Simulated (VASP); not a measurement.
A run of VASP 6.6.1 is set up as follows.

Contents of INCAR:

```
  ALGO = Normal
  EDIFF = 1E-7
  ENCUT = 520
  GGA = RP
  ISIF = 2
  ISMEAR = -1
  LASPH = T
  LCHARG = F
  LREAL = F
  LWAVE = F
  NBANDS = 12
  NELM = 80
  PREC = Accurate
  SIGMA = 0.1
```

File KPOINTS:

```
k-points
0
Gamma
  15 15 15
```

File POSCAR:

```
Ga
1.0
   -1.6607776647      1.6607776647      1.6607776647
    1.6607776647     -1.6607776647      1.6607776647
    1.6607776647      1.6607776647     -1.6607776647
Ga
1
Direct
    0.0000000000      0.0000000000      0.0000000000
```

Potentials or basis: VASP PAW PBE potentials, release 64 (Ga_d).

Launch:

```sh
$ cat potpaw_PBE.64/Ga_d/POTCAR > POTCAR
$ mpirun -np 1 vasp_std > vasp.out
```

(1) Predict the pressure.

## Answers

(1) 4.4 GPa.

Caveat: the PAW data sets were made with another functional, which shifts forces and pressure a little.
